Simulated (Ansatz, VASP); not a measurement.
## Two plane-wave programs on BP

```
CELL_PARAMETERS angstrom
0.00000 2.26832 2.22295
2.26832 0.00000 2.22295
2.26832 2.26832 0.00000
ATOMIC_POSITIONS crystal
B 0.00000 0.00000 0.00000
P 0.25000 0.25000 0.25000
```

Change from the starting cell: uniaxial_z strain -2.0%.

Alike in both runs: task single point; functional PBE; k mesh 10 × 10 × 10; occupations fermi-dirac, width 0.02 eV; no spin polarisation.

|  | VASP | Ansatz |
| --- | --- | --- |
| version | VASP 6.6.1 | Ansatz 0.2.0 |
| potentials or method | VASP PAW PBE potentials, release 64 (B, P) | plane waves, PAW |
| plane-wave cutoff (eV) | 520 | 420 |
| valence electrons in the cell | 8 | 8 |

```tsv
	VASP	Ansatz	Ansatz less VASP
gap on the k mesh at the Fermi level (eV)	0.91	0.91	+0.004
pressure (GPa)	4.5	4.8	+0.26
traceless stress, the component that is largest in VASP (GPa)	3.57	3.56	-0.006
```

The functional is the same, so the differences come from potentials, cutoffs and numerics.
